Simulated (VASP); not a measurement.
Wanted: the native input for a VASP 6.6.1 run.

- Task: relaxation of the atoms
- Functional: PBEsol
- Potentials or basis: VASP PAW PBE potentials, release 64 (Ti_sv)
- Cutoff: 450 eV
- k mesh: 12 × 12 × 1
- Occupations: gaussian, width 0.1 eV
- Spin: no spin polarisation
- Dipole correction: yes
- Further INCAR settings: ALGO = Normal; EDIFF = 1e-07; NELMDL = -8; IBRION = 2; EDIFFG = -0.02; NSW = 80

The structure of Ti lies in POSCAR:

```
Ti
1.0
    2.9004352004      0.0000000000      0.0000000000
   -1.4502176002      2.5118505656      0.0000000000
    0.0000000000      0.0000000000     26.4774761173
Ti
6
Direct
    0.6666666667      0.3333333333      0.2832596267
    0.3333333333      0.6666666667      0.3699557760
    0.6666666667      0.3333333333      0.4566519253
    0.3333333333      0.6666666667      0.5433480747
    0.6666666667      0.3333333333      0.6300442240
    0.3333333333      0.6666666667      0.7167403733
```

One way to write it, as run:

INCAR

```
SYSTEM = Ti
ALGO = Normal
DIPOL = 0.5 0.5 0.500
EDIFF = 1E-7
EDIFFG = -0.02
ENCUT = 450
GGA = PS
GGA_COMPAT = .False.
IBRION = 2
IDIPOL = 3
ISIF = 2
ISMEAR = 0
LASPH = .True.
LCHARG = .False.
LDIPOL = .True.
LREAL = .False.
LWAVE = .False.
NELM = 120
NELMDL = -8
NELMIN = 4
NSW = 80
PREC = Accurate
SIGMA = 0.1
```

KPOINTS

```
k-points
0
Gamma
  12 12 1
  0 0 0
```

Potentials or basis: VASP PAW PBE potentials, release 64 (Ti_sv).

The run is started by

```console
$ cat potpaw_PBE.64/Ti_sv/POTCAR > POTCAR
$ mpirun -np 1 vasp_std > vasp.out
```

Results of the run:

| Item | Value |
| --- | --- |
| Energy gained by relaxing | 18.1 meV/atom |
| Ionic steps | 10 |
| Largest force after relaxing | 0.018 eV/Å |
| Band gap on the k mesh | zero (bands 36 and 37 overlap by 0.99 eV) |

Caveat: the PAW data sets were made with another functional, which shifts forces and pressure a little.

Run time: 15 min on 1 thread of Intel(R) Xeon(R) 6975P-C (Granite Rapids), with other jobs on the host, peak memory 0.3 GiB.
